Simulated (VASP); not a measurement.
# Si (Fd-3m) in VASP: notebook, part 2 of 2

VASP 6.6.1. Earlier steps stand in the parts before.

## 3. Relaxation of cell and atoms, PBEsol

INCAR

```
PREC = Accurate ; ENCUT = 500
EDIFF = 1E-7 ; ISMEAR = 0
SIGMA = 0.02 ; LREAL = F
LASPH = T ; NELM = 120
ALGO = Normal ; ISIF = 3
LWAVE = F ; LCHARG = F
GGA = PS ; IBRION = 2
NSW = 100 ; EDIFFG = -0.002
GGA_COMPAT = F ; NELMIN = 4
```

KPOINTS

```
regular mesh
0
Gamma
  10 10 10
```

POSCAR

```
Si
1.0
    0.0000000000      2.7155000000      2.7155000000
    2.7155000000      0.0000000000      2.7155000000
    2.7155000000      2.7155000000      0.0000000000
Si
2
Direct
    0.0000000000      0.0000000000      0.0000000000
    0.2500000000      0.2500000000      0.2500000000
```

Potentials or basis: VASP PAW PBE potentials, release 64 (Si).

Command:

```
$ cat potpaw_PBE.64/Si/POTCAR > POTCAR
$ mpirun -np 1 vasp_std > vasp.out
```

OUTCAR:

```text
PREC = Accurate
   ENCUT = 500
   EDIFF = 1E-7
   ISMEAR = 0
   LREAL = F
   LASPH = T
   NELM = 120
   ISIF = 3
   GGA = PS
   IBRION = 2
   NSW = 100
   EDIFFG = -0.002
   NELMIN = 4

 ion  position               nearest neighbor table
   1  0.000  0.000  0.000-   2 2.35   2 2.35   2 2.35   2 2.35
   2  0.250  0.250  0.250-   1 2.35   1 2.35   1 2.35   1 2.35

  LATTYP: Found a face centered cubic cell.
 ALAT       =     5.4310000000

  Lattice vectors:

 A1 = (   0.0000000000,   2.7155000000,   2.7155000000)
 A2 = (   2.7155000000,   0.0000000000,   2.7155000000)
 A3 = (   2.7155000000,   2.7155000000,   0.0000000000)

Analysis of symmetry for initial positions (statically):
=====================================================================
 Subroutine PRICEL returns:
 Original cell was already a primitive cell.

 Routine SETGRP: Setting up the symmetry group for a
 face centered cubic supercell.

 Subroutine GETGRP returns: Found 48 space group operations
 (whereof 24 operations were pure point group operations)
 out of a pool of 48 trial point group operations.

The static configuration has the point symmetry T_d .
 The point group associated with its full space group is O_h .

Analysis of symmetry for dynamics (positions and initial velocities):
=====================================================================
 Subroutine PRICEL returns:
 Original cell was already a primitive cell.

 Routine SETGRP: Setting up the symmetry group for a
 face centered cubic supercell.

 Subroutine GETGRP returns: Found 48 space group operations
 (whereof 24 operations were pure point group operations)
 out of a pool of 48 trial point group operations.

The dynamic configuration has the point symmetry T_d .
 The point group associated with its full space group is O_h .

 Subroutine INISYM returns: Found 48 space group operations
 (whereof 24 operations are pure point group operations),
 and found     1 'primitive' translations

----------------------------------------------------------------------------------------

                                     Primitive cell

  volume of cell :      40.0479

  direct lattice vectors                    reciprocal lattice vectors
     0.000000000  2.715500000  2.715500000    -0.184128153  0.184128153  0.184128153
     2.715500000  0.000000000  2.715500000     0.184128153 -0.184128153  0.184128153
     2.715500000  2.715500000  0.000000000     0.184128153  0.184128153 -0.184128153

  length of vectors
     3.840296929  3.840296929  3.840296929     0.318919316  0.318919316  0.318919316

  position of ions in fractional coordinates (direct lattice)
     0.000000000  0.000000000  0.000000000
     0.250000000  0.250000000  0.250000000

  ion indices of the primitive-cell ions
   primitive index   ion index
                 1           1
                 2           2

----------------------------------------------------------------------------------------

 KPOINTS: regular mesh

[... 28 lines left out ...]
  0.400000  0.000000  0.000000      8.000000
  0.500000  0.000000  0.000000      4.000000
[... 16 lines left out ...]
  0.300000  0.300000  0.000000      6.000000
  0.400000  0.300000  0.000000     24.000000
 [... further k-points ...]
   k-points           NKPTS =     47   k-points in BZ     NKDIM =     47   number of bands    NBANDS=      8
   number of dos      NEDOS =    301   number of ions     NIONS =      2
   total plane-waves  NPLWV =  21952
   dimension x,y,z NGX =    28 NGY =   28 NGZ =   28
   dimension x,y,z NGXF=    56 NGYF=   56 NGZF=   56
   ions per type =               2
   NGX,Y,Z   is equivalent  to a cutoff of  12.12, 12.12, 12.12 a.u.
   NGXF,Y,Z  is equivalent  to a cutoff of  24.24, 24.24, 24.24 a.u.
 SYSTEM =  unknown system
   PREC   = accura    normal or accurate (medium, high low for compatibility)
   ISTART =      0    job   : 0-new  1-cont  2-samecut
   ICHARG =      2    charge: 1-file 2-atom 10-const
   ISPIN  =      1    spin polarized calculation?
   LNONCOLLINEAR =      F non collinear calculations
   LSORBIT =      F    spin-orbit coupling
   LASPH  =      T    aspherical Exc in radial PAW
   ENCUT  =  500.0 eV  36.75 Ry    6.06 a.u.   7.00  7.00  7.00*2*pi/ulx,y,z
   NELM   =    120;   NELMIN=  4; NELMDL= -5     # of ELM steps
   EDIFF  = 0.1E-06   stopping-criterion for ELM
   LREAL  =      F    real-space projection
   EDIFFG = -.2E-02   stopping-criterion for IOM
   NSW    =    100    number of steps for IOM
   IBRION =      2    ionic relax: 0-MD 1-quasi-New 2-CG
   NFREE  =      1    steps in history (QN), initial steepest desc. (CG)
   ISIF   =      3    stress and relaxation
   ISYM   =      2    0-nonsym 1-usesym 2-fastsym
   POTIM  = 0.5000    time-step for ionic-motion
   TEBEG  =    0.0;   TEEND  =   0.0 temperature during run
   PSTRESS=    0.0 pullay stress
   NELECT =       8.0000    total number of electrons
   NUPDOWN=      -1.0000    fix difference up-down
   EMIN   =  10.00;   EMAX   =-10.00  energy-range for DOS
   EFERMI =   0.00;   METHOD = LEGACY
   ISMEAR =     0;   SIGMA  =   0.02  broadening in eV -4-tet -1-fermi 0-gaus
   EFERMI_NEDOS =   21; number of points for ismear=-14 and -15
   IALGO  =     38    algorithm
   IMIX   =      4    mixing-type and parameters
     AMIX     =   0.40;   BMIX     =  1.00
     AMIX_MAG =   1.60;   BMIX_MAG =  1.00
  volume/ion in A,a.u.               =      20.02       135.13
  Fermi-wavevector in a.u.,A,eV,Ry     =   0.956999  1.808467 12.460868  0.915848
  Thomas-Fermi vector in A             =   2.085978
   LORBIT       =      0    0 simple, 1 ext, 2 COOP (PROOUT), +10 PAW based schemes
   GGA     = PS    functional components
   LHFCALC =     F    Hartree Fock is set to
   AEXX    =    0.0000 exact exchange contribution
   IVDW    =     0    specifies the selected vdW correction
   LEPSILON=     F    determine dielectric tensor
   LRPA    =     F    only Hartree local field effects (RPA)
 conjugate gradient relaxation of ions
 non-spin polarized calculation
 Gauss-broadening in eV      SIGMA  =   0.02
  energy-cutoff  :      500.00
  volume of cell :       40.05
 maximum number of plane-waves:      1034
   NGX = 13   NGY = 13   NGZ = 13

--------------------------------------- Ionic step        1  -------------------------------------------

 number of electron       8.0000001 magnetization

 Free energy of the ion-electron system (eV)
  ---------------------------------------------------
  ext. energy  EPLUGINS =         0.00000000
  ---------------------------------------------------
  free energy    TOTEN  =       -11.49257093 eV

  energy without entropy =      -11.49257093  energy(sigma->0) =      -11.49257093

------------------------ aborting loop because EDIFF is reached ----------------------------------------

  FORCE on cell =-STRESS in cart. coord.  units (eV):
  Direction    XX          YY          ZZ          XY          YZ          ZX
  --------------------------------------------------------------------------------------
  -------------------------------------------------------------------------------------
  Total        0.0608887      0.0608887      0.0608887      0.0000000      0.0000000     -0.0000000
  in kB        2.4359453      2.4359453      2.4359453      0.0000000      0.0000000     -0.0000000
  external PRESSURE =       2.4359453 kB  Pullay stress =       0.0000000 kB
[... 59 lines left out ...]
--------------------------------------- Ionic step        3  -------------------------------------------

 number of electron       8.0000001 magnetization

 Free energy of the ion-electron system (eV)
  ---------------------------------------------------
  ext. energy  EPLUGINS =         0.00000000
  ---------------------------------------------------
  free energy    TOTEN  =       -11.49264711 eV

  energy without entropy =      -11.49264711  energy(sigma->0) =      -11.49264711

 E-fermi :   5.8495     XC(G=0):  -9.5431

 val. band max:        5.7629184335   @ k =   0.0000   0.0000   0.0000
 cond. band min:       6.2341552690   @ k =   0.4000   0.4000   0.0000
 fundamental gap:      0.4712368355
 Fermi energy:         5.8494880967

 k-point     1 :       0.0000    0.0000    0.0000
  band No.  band energies     occupation
      1      -6.2089      2.00000
      2       5.7629      2.00000
      3       5.7629      2.00000
      4       5.7629      2.00000
      5       8.2791      0.00000
      6       8.2791      0.00000
      7       8.2791      0.00000
      8       9.0565      0.00000
[... 243 lines left out ...]
 k-point    24 :       0.4000    0.3000    0.0000
  band No.  band energies     occupation
      1      -4.0429      2.00000
      2       0.3397      2.00000
      3       2.8800      2.00000
      4       3.3142      2.00000
      5       6.7121      0.00000
      6       7.8992      0.00000
      7      12.6617      0.00000
      8      12.7826      0.00000

 [... further k-points ...]
[... 5 lines left out ...]
  --------------------------------------------------------------------------------------
  -------------------------------------------------------------------------------------
  Total        0.0011380      0.0011380      0.0011380      0.0000000     -0.0000000     -0.0000000
  in kB        0.0454132      0.0454132      0.0454132      0.0000000     -0.0000000     -0.0000000
  external PRESSURE =       0.0454132 kB  Pullay stress =       0.0000000 kB
[... 17 lines left out ...]
  FREE ENERGIE OF THE ION-ELECTRON SYSTEM (eV)
  ---------------------------------------------------
  free  energy   TOTEN  =       -11.4926471054 eV

  energy  without entropy=      -11.4926471054  energy(sigma->0) =      -11.49264711

 reached required accuracy - stopping structural energy minimisation
```

OSZICAR:

```text
N       E                     dE             d eps       ncg     rms          rms(c)
DAV:   1     0.625777354550E+01    0.62578E+01   -0.30941E+03   752   0.735E+02
DAV:   2    -0.114741332343E+02   -0.17732E+02   -0.17202E+02  1136   0.809E+01
DAV:   3    -0.117148190284E+02   -0.24069E+00   -0.24069E+00   936   0.118E+01
[... 18 lines left out ...]
       N       E                     dE             d eps       ncg     rms          rms(c)
DAV:   1    -0.114926670074E+02   -0.60023E-04   -0.77615E-04   896   0.159E-01    0.265E-02
DAV:   2    -0.114926530744E+02    0.13933E-04   -0.13232E-05  1008   0.246E-02    0.159E-02
DAV:   3    -0.114926470216E+02    0.60528E-05   -0.16042E-05   888   0.202E-02    0.484E-03
DAV:   4    -0.114926471054E+02   -0.83835E-07   -0.14895E-07   904   0.352E-03
   3 F= -.11492647E+02 E0= -.11492647E+02  d E =-.761727E-04
```

CONTCAR:

```text
Si
   1.00000000000000
     0.0000000000000000    2.7177923450759924    2.7177923450759924
     2.7177923450759924    0.0000000000000000    2.7177923450759924
     2.7177923450759924    2.7177923450759924    0.0000000000000000
  Si
     2
Direct
     0.0000000000000000    0.0000000000000000    0.0000000000000000
     0.2500000000000000    0.2500000000000000    0.2500000000000000

  0.00000000E+00  0.00000000E+00  0.00000000E+00
  0.00000000E+00  0.00000000E+00  0.00000000E+00
```

Wall time 10 s (1 thread of Intel Xeon 6975P-C (Granite Rapids), shared host); peak memory 0.15 GiB.

Results:

```yaml
Free_energy: -11.4926 eV
Relaxed_volume: 20.07 Å³/atom
Relaxed_cell: a = 3.844 Å, b = 3.844 Å, c = 3.844 Å, α = 60.00°, β = 60.00°, γ = 60.00°
Space_group_after_relaxing_to_0.05_Å: Fd-3m (No. 227)
Energy_gained_by_relaxing: 0.0 meV/atom
Ionic_steps: 3
Pressure_after_relaxing: 0.0 GPa
Band_gap_on_the_k_mesh: 0.47 eV, indirect (least direct gap 2.52 eV)
```

Final structure:
```
Si
1.0
     0.00000    2.71779    2.71779
     2.71779    0.00000    2.71779
     2.71779    2.71779    0.00000
Si
2
Direct
  0.00000 0.00000 0.00000
  0.25000 0.25000 0.25000
```

Levels at points of the mesh, in eV from the valence-band top:
| k point | band 1 | band 2 | band 3 | band 4 | band 5 | band 6 | band 7 | band 8 |
| --- | --- | --- | --- | --- | --- | --- | --- | --- |
| (0.00, 0.00, 0.00) | -11.97 | 0.00 | 0.00 | 0.00 | 2.52 | 2.52 | 2.52 | 3.29 |
| (0.50, 0.00, 0.00) | -9.63 | -7.00 | -1.20 | -1.20 | 1.46 | 3.27 | 3.27 | 7.51 |
| (0.50, 0.50, 0.00) | -7.82 | -7.82 | -2.87 | -2.87 | 0.59 | 0.59 | 10.04 | 10.04 |

Caveat: the PAW data sets were made with another functional, which shifts forces and pressure a little.
